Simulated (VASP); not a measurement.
Wanted: the native input for a VASP 6.6.1 run.

| Quantity | Value |
| --- | --- |
| Task | relaxation of cell and atoms |
| Functional | PBE |
| Potentials or basis | VASP PAW PBE potentials, release 64 (Ir, O) |
| Cutoff | 600 eV |
| k mesh | 6 × 6 × 6 |
| Occupations | gaussian, width 0.1 eV |
| Spin | no spin polarisation |
| Dipole correction | no |
| Further INCAR settings | ALGO = Normal; EDIFF = 1e-07; IBRION = 2; EDIFFG = -0.04; NSW = 90; ISIF = 3 |

The structure of Ir2O lies in POSCAR:

```
Ir2O
1.0
    4.2357102393      0.0000000000      0.0000000000
   -2.1178551197      3.6682326703      0.0000000000
    0.0000000000      0.0000000000      2.6277226775
Ir O
2 1
Direct
    0.3333333333      0.6666666667      0.0000000000
    0.6666666667      0.3333333333      0.0000000000
    0.0000000000      0.0000000000      0.0000000000
```

The input as run:

INCAR

```
SYSTEM = Ir2O
PREC = Accurate
ENCUT = 600
EDIFF = 1E-7
ISMEAR = 0
SIGMA = 0.1
LREAL = .FALSE.
LASPH = .TRUE.
NELM = 60
ALGO = Normal
ISIF = 3
LWAVE = .FALSE.
LCHARG = .FALSE.
GGA = PE
IBRION = 2
NSW = 90
EDIFFG = -0.04
```

KPOINTS

```
regular mesh
0
G
  6 6 6
  0 0 0
```

Potentials or basis: VASP PAW PBE potentials, release 64 (Ir, O).

Command:

```sh
$ cat potpaw_PBE.64/Ir/POTCAR potpaw_PBE.64/O/POTCAR > POTCAR
$ mpirun -np 1 vasp_std > vasp.out
```

It gave:

```
Relaxed volume                         : 13.83 Å³/atom
Relaxed cell                           : a = 4.231 Å, b = 4.231 Å, c = 2.677 Å, α = 90.00°, β = 90.00°, γ = 120.00°
Space group after relaxing (to 0.05 Å) : P6/mmm (No. 191)
Energy gained by relaxing              : 6.0 meV/atom
Ionic steps                            : 5
Pressure after relaxing                : 0.0 GPa
Band gap on the k mesh                 : zero (band 12 reaches 8.52 eV, above the bottom of band 13 at 6.43 eV)
```

Caveat: the k points lie up to 0.39 Å⁻¹ apart in the final cell; spin-orbit coupling is left out, which moves the levels of the heavy elements.

It took 46 s on 1 thread of Intel(R) Xeon(R) 6975P-C (Granite Rapids) (shared host), peak memory 0.2 GiB.
